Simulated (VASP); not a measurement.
# YAl5N6 in VASP: notebook

Runs on YAl5N6. Level: PBE. Tasks: single point.

Everything below comes from runs of VASP 6.6.1. Logs are shortened: lines on timing, memory, paths and dates and some standing lists are left out, and cuts for length are marked.

## Step 1: The cell of the first run

It takes space group P31m (No. 157, trigonal). The conventional cell has a = 5.635 Å, b = 5.635 Å, c = 5.099 Å, α = 90.00°, β = 90.00°, γ = 120.00°. Within 3.0 Å of Y (site symmetry 3m) lie 5 N at 2.23 to 2.72 Å. Al (site symmetry 3) has 4 N at 1.86 to 1.92 Å within 2.5 Å. Al (site symmetry m) has 4 N at 1.90 to 1.99 Å within 2.5 Å. N (site symmetry 3) has 4 Al at 1.92 to 1.95 Å within 2.6 Å. Within 2.6 Å of N (site symmetry 3m) lie 3 Al at 1.99 Å and 1 Y at 2.38 Å. Within 2.5 Å of N (site symmetry m) lie 3 Al at 1.86 to 1.90 Å and 1 Y at 2.23 Å.

## Step 2: Single point, PBE

Contents of INCAR:

```
SYSTEM = YAl5N6
PREC = Accurate ; ENCUT = 520
EDIFF = 1E-7 ; ISMEAR = 0
SIGMA = 0.1 ; LREAL = .False.
LASPH = .True. ; NELM = 80
ALGO = Normal ; ISIF = 2
LWAVE = .False. ; LCHARG = .False.
GGA = PE ; NBANDS = 40
```

Contents of KPOINTS:

```
regular mesh
0
Gamma
  4 3 3
  0 0 0
```

Contents of POSCAR:

```
YAl5N6
1.0
    0.0000000000      0.0000000000      5.0988761000
    5.6351682986      0.0000000289      0.0000000000
   -2.8175841743      4.8801988868      0.0000000000
Y Al N
1 5 6
Direct
    0.9751440000      0.0000000000      0.0000000000
    0.9965620000      0.6666666667      0.3333333333
    0.9965620000      0.3333333333      0.6666666667
    0.5019760000      1.0000000000      0.3496660000
    0.5019760000      0.6503340000      0.6503340000
    0.5019760000      0.3496660000      1.0000000000
    0.3737920000      0.6666666667      0.3333333333
    0.3737920000      0.3333333333      0.6666666667
    0.4424600000      0.0000000000      0.0000000000
    0.8719200000      1.0000000000      0.3852310000
    0.8719200000      0.6147690000      0.6147690000
    0.8719200000      0.3852310000      1.0000000000
```

Potentials or basis: VASP PAW PBE potentials, release 64 (Y_sv, Al, N).

Launch:

```
$ cat potpaw_PBE.64/Y_sv/POTCAR potpaw_PBE.64/Al/POTCAR potpaw_PBE.64/N/POTCAR > POTCAR
$ mpirun -np 1 vasp_std > vasp.out
```

OUTCAR:

```text
SYSTEM = YAl5N6
   PREC = Accurate
   ENCUT = 520
   EDIFF = 1E-7
   ISMEAR = 0
   LREAL = .False.
   LASPH = .True.
   NELM = 80
   ISIF = 2
   GGA = PE

 ion  position               nearest neighbor table
   1  0.975  0.000  0.000-  12 2.23  10 2.23  11 2.23   9 2.38   9 2.72   6 3.12   4 3.12   5 3.12
                             2 3.26   3 3.26   3 3.26   2 3.26   3 3.26   2 3.26   6 3.33   4 3.33
   2  0.997  0.667  0.333-  10 1.86  12 1.86  11 1.86   7 1.92   4 3.12   6 3.12   5 3.12   4 3.16
                             6 3.16   5 3.16   3 3.25   3 3.25   3 3.25   1 3.26   1 3.26   1 3.26
   3  0.997  0.333  0.667-  12 1.86  10 1.86  11 1.86   8 1.92   6 3.12   4 3.12   5 3.12   6 3.16
                             4 3.16   5 3.16   2 3.25   2 3.25   2 3.25   1 3.26   1 3.26   1 3.26
   4  0.502  0.000  0.350-  10 1.90   7 1.95   8 1.95   9 1.99   1 3.12   2 3.12   3 3.12   2 3.16
                             3 3.16   5 3.18   5 3.18   6 3.18   6 3.18   1 3.33
   5  0.502  0.650  0.650-  11 1.90   8 1.95   7 1.95   9 1.99   1 3.12   3 3.12   2 3.12   3 3.16
                             2 3.16   4 3.18   6 3.18   4 3.18   6 3.18   1 3.33
   6  0.502  0.350  0.000-  12 1.90   8 1.95   7 1.95   9 1.99   1 3.12   3 3.12   2 3.12   3 3.16
                             2 3.16   5 3.18   4 3.18   5 3.18   4 3.18   1 3.33
   7  0.374  0.667  0.333-   2 1.92   4 1.95   6 1.95   5 1.95
   8  0.374  0.333  0.667-   3 1.92   6 1.95   4 1.95   5 1.95
   9  0.442  0.000  0.000-   6 1.99   4 1.99   5 1.99   1 2.38   1 2.72
  10  0.872  0.000  0.385-   2 1.86   3 1.86   4 1.90   1 2.23
  11  0.872  0.615  0.615-   3 1.86   2 1.86   5 1.90   1 2.23
  12  0.872  0.385  0.000-   3 1.86   2 1.86   6 1.90   1 2.23

  LATTYP: Found a hexagonal cell.
 ALAT       =     5.6351682986
 C/A-ratio  =     0.9048312011

  Lattice vectors:

 A1 = (   5.6351682986,   0.0000000289,   0.0000000000)
 A2 = (  -2.8175841743,   4.8801988868,   0.0000000000)
 A3 = (   0.0000000000,   0.0000000000,   5.0988761000)

Analysis of symmetry for initial positions (statically):
=====================================================================
 Subroutine PRICEL returns:
 Original cell was already a primitive cell.

 Routine SETGRP: Setting up the symmetry group for a
 hexagonal supercell.

 Subroutine GETGRP returns: Found  6 space group operations
 (whereof  6 operations were pure point group operations)
 out of a pool of 24 trial point group operations.

The static configuration has the point symmetry C_3v.

Analysis of symmetry for dynamics (positions and initial velocities):
=====================================================================
 Subroutine PRICEL returns:
 Original cell was already a primitive cell.

 Routine SETGRP: Setting up the symmetry group for a
 hexagonal supercell.

 Subroutine GETGRP returns: Found  6 space group operations
 (whereof  6 operations were pure point group operations)
 out of a pool of 24 trial point group operations.

The dynamic configuration has the point symmetry C_3v.

 Subroutine INISYM returns: Found  6 space group operations
 (whereof  6 operations are pure point group operations),
 and found     1 'primitive' translations

----------------------------------------------------------------------------------------

                                     Primitive cell

  volume of cell :     140.2229

  direct lattice vectors                    reciprocal lattice vectors
     0.000000000  0.000000000  5.098876100     0.000000000  0.000000000  0.196121651
     5.635168299  0.000000029  0.000000000     0.177456989  0.102454841  0.000000000
    -2.817584174  4.880198887  0.000000000    -0.000000001  0.204909681  0.000000000

  length of vectors
     5.098876100  5.635168299  5.635168299     0.196121651  0.204909681  0.204909681

  position of ions in fractional coordinates (direct lattice)
     0.975144000  0.000000000  0.000000000
     0.996562000  0.666666667  0.333333333
     0.996562000  0.333333333  0.666666667
     0.501976000  0.000000000  0.349666000
     0.501976000  0.650334000  0.650334000
     0.501976000  0.349666000  1.000000000
     0.373792000  0.666666667  0.333333333
     0.373792000  0.333333333  0.666666667
     0.442460000  0.000000000  0.000000000
     0.871920000  0.000000000  0.385231000
     0.871920000  0.614769000  0.614769000
     0.871920000  0.385231000  1.000000000

  ion indices of the primitive-cell ions
   primitive index   ion index
[... 26 lines left out ...]
    -0.000000000  0.068303227  0.000000000     0.000000000  0.000000000  0.333333333

  Length of vectors
     0.049030413  0.068303227  0.068303227

  Shift w.r.t. Gamma in fractional coordinates (k-lattice)
     0.000000000  0.000000000  0.000000000

 Subroutine IBZKPT returns following result:
 ===========================================

 Found     10 irreducible k-points:

 Following reciprocal coordinates:
            Coordinates               Weight
  0.000000  0.000000  0.000000      1.000000
  0.250000  0.000000  0.000000      2.000000
  0.500000  0.000000  0.000000      1.000000
  0.000000  0.333333  0.000000      6.000000
  0.250000  0.333333  0.000000     12.000000
  0.500000  0.333333  0.000000      6.000000
  0.000000  0.333333  0.333333      2.000000
  0.250000  0.333333  0.333333      2.000000
  0.250000 -0.333333 -0.333333      2.000000
  0.500000  0.333333  0.333333      2.000000
   k-points           NKPTS =     10   k-points in BZ     NKDIM =     10   number of bands    NBANDS=     40
   number of dos      NEDOS =    301   number of ions     NIONS =     12
   total plane-waves  NPLWV =  70560
   dimension x,y,z NGX =    40 NGY =   42 NGZ =   42
   dimension x,y,z NGXF=    80 NGYF=   84 NGZF=   84
   ions per type =               1   5   6
   NGX,Y,Z   is equivalent  to a cutoff of  13.04, 12.39, 12.39 a.u.
   NGXF,Y,Z  is equivalent  to a cutoff of  26.08, 24.78, 24.78 a.u.
 SYSTEM =  YAl5N6
   PREC   = accura    normal or accurate (medium, high low for compatibility)
   ISTART =      0    job   : 0-new  1-cont  2-samecut
   ICHARG =      2    charge: 1-file 2-atom 10-const
   ISPIN  =      1    spin polarized calculation?
   LNONCOLLINEAR =      F non collinear calculations
   LSORBIT =      F    spin-orbit coupling
   LASPH  =      T    aspherical Exc in radial PAW
   ENCUT  =  520.0 eV  38.22 Ry    6.18 a.u.   9.48 10.48 10.48*2*pi/ulx,y,z
   NELM   =     80;   NELMIN=  2; NELMDL= -5     # of ELM steps
   EDIFF  = 0.1E-06   stopping-criterion for ELM
   LREAL  =      F    real-space projection
   EDIFFG = 0.1E-05   stopping-criterion for IOM
   NSW    =      0    number of steps for IOM
   IBRION =     -1    ionic relax: 0-MD 1-quasi-New 2-CG
   NFREE  =      0    steps in history (QN), initial steepest desc. (CG)
   ISIF   =      2    stress and relaxation
   ISYM   =      2    0-nonsym 1-usesym 2-fastsym
   POTIM  = 0.5000    time-step for ionic-motion
   TEBEG  =    0.0;   TEEND  =   0.0 temperature during run
   PSTRESS=    0.0 pullay stress
   NELECT =      56.0000    total number of electrons
   NUPDOWN=      -1.0000    fix difference up-down
   EMIN   =  10.00;   EMAX   =-10.00  energy-range for DOS
   EFERMI =   0.00;   METHOD = LEGACY
   ISMEAR =     0;   SIGMA  =   0.10  broadening in eV -4-tet -1-fermi 0-gaus
   EFERMI_NEDOS =   21; number of points for ismear=-14 and -15
   IALGO  =     38    algorithm
   IMIX   =      4    mixing-type and parameters
     AMIX     =   0.40;   BMIX     =  1.00
     AMIX_MAG =   1.60;   BMIX_MAG =  1.00
  volume/ion in A,a.u.               =      11.69        78.86
  Fermi-wavevector in a.u.,A,eV,Ry     =   1.205585  2.278226 19.775191  1.453436
  Thomas-Fermi vector in A             =   2.341277
   LORBIT       =      0    0 simple, 1 ext, 2 COOP (PROOUT), +10 PAW based schemes
   GGA     = PE    functional components
   LHFCALC =     F    Hartree Fock is set to
   AEXX    =    0.0000 exact exchange contribution
   IVDW    =     0    specifies the selected vdW correction
   LEPSILON=     F    determine dielectric tensor
   LRPA    =     F    only Hartree local field effects (RPA)
 non-spin polarized calculation
 Gauss-broadening in eV      SIGMA  =   0.10
  energy-cutoff  :      520.00
  volume of cell :      140.22
 maximum number of plane-waves:      3811
 NGX is ok and might be reduce to    40
   NGX = 19   NGY = 21   NGZ = 21

 number of electron      56.0000005 magnetization

 Free energy of the ion-electron system (eV)
  ---------------------------------------------------
  ext. energy  EPLUGINS =         0.00000000
  ---------------------------------------------------
  free energy    TOTEN  =       -91.66241607 eV

  energy without entropy =      -91.66241607  energy(sigma->0) =      -91.66241607

 E-fermi :   5.8065     XC(G=0): -10.7160

 val. band max:        5.2005603317   @ k =   0.0000   0.3333   0.0000
 cond. band min:       8.5945173745   @ k =   0.0000   0.0000   0.0000
 fundamental gap:      3.3939570428
 Fermi energy:         5.8064515003

 k-point     1 :       0.0000    0.0000    0.0000
  band No.  band energies     occupation
      1     -34.9623      2.00000
      2     -15.2498      2.00000
      3     -15.2498      2.00000
      4     -15.1502      2.00000
      5      -9.3847      2.00000
      6      -7.5209      2.00000
[... 419 lines left out ...]
     39      14.1562      0.00000
     40      14.6120      0.00000

------------------------ aborting loop because EDIFF is reached ----------------------------------------

  FORCE on cell =-STRESS in cart. coord.  units (eV):
  Direction    XX          YY          ZZ          XY          YZ          ZX
  --------------------------------------------------------------------------------------
  -------------------------------------------------------------------------------------
  Total       -0.2457958     -0.2457958     -0.1875532     -0.0000000      0.0000000      0.0000000
  in kB       -2.8084471     -2.8084471     -2.1429700     -0.0000000      0.0000000      0.0000000
  external PRESSURE =      -2.5866214 kB  Pullay stress =       0.0000000 kB

 VOLUME and BASIS-vectors are now :
 -----------------------------------------------------------------------------
  energy-cutoff  :      520.00
  volume of cell :      140.22
      direct lattice vectors                 reciprocal lattice vectors
     0.000000000  0.000000000  5.098876100     0.000000000  0.000000000  0.196121651
     5.635168299  0.000000029  0.000000000     0.177456989  0.102454841  0.000000000
    -2.817584174  4.880198887  0.000000000    -0.000000001  0.204909681  0.000000000

 POSITION                                       TOTAL-FORCE (eV/Angst)
 -----------------------------------------------------------------------------------
      0.00000      0.00000      4.97214         0.000000      0.000000     -0.005329
      2.81758      1.62673      5.08135         0.000000      0.000000      0.001316
     -0.00000      3.25347      5.08135         0.000000      0.000000      0.001316
     -0.98521      1.70644      2.55951         0.002021     -0.003501      0.002753
      1.83237      3.17376      2.55951         0.002021      0.003501      0.002753
      1.97043      0.00000      2.55951        -0.004043     -0.000000      0.002753
      2.81758      1.62673      1.90592         0.000000      0.000000     -0.007386
     -0.00000      3.25347      1.90592         0.000000      0.000000     -0.007386
      0.00000      0.00000      2.25605         0.000000      0.000000     -0.003119
     -1.08542      1.88000      4.44581        -0.001630      0.002824      0.004109
      1.73216      3.00020      4.44581        -0.001630     -0.002824      0.004109
      2.17084      0.00000      4.44581         0.003261      0.000000      0.004109
 -----------------------------------------------------------------------------------
    total drift:                               -0.000000      0.000002      0.002581

  FREE ENERGIE OF THE ION-ELECTRON SYSTEM (eV)
  ---------------------------------------------------
  free  energy   TOTEN  =       -91.6624160743 eV

  energy  without entropy=      -91.6624160743  energy(sigma->0) =      -91.66241607
```

Run time: 54 s. Hardware: 1 thread of Intel Xeon 6975P-C (Granite Rapids), shared host; peak memory 0.27 GiB.

What came out:

- Free energy: -91.6624 eV
- Pressure: -0.3 GPa
- Largest force: 0.007 eV/Å
- Band gap on the k mesh: 3.39 eV, indirect (least direct gap 3.47 eV)

Forces on the atoms (eV/Å):
```
Y    0.000  0.000 -0.005
Al   0.000  0.000  0.001
Al   0.000  0.000  0.001
Al   0.002 -0.004  0.003
Al   0.002  0.004  0.003
Al  -0.004  0.000  0.003
N    0.000  0.000 -0.007
N    0.000  0.000 -0.007
N    0.000  0.000 -0.003
N   -0.002  0.003  0.004
N   -0.002 -0.003  0.004
N    0.003  0.000  0.004
```

Caveat: the k points lie up to 0.43 Å⁻¹ apart.

(Continued in part 2 of 2.)
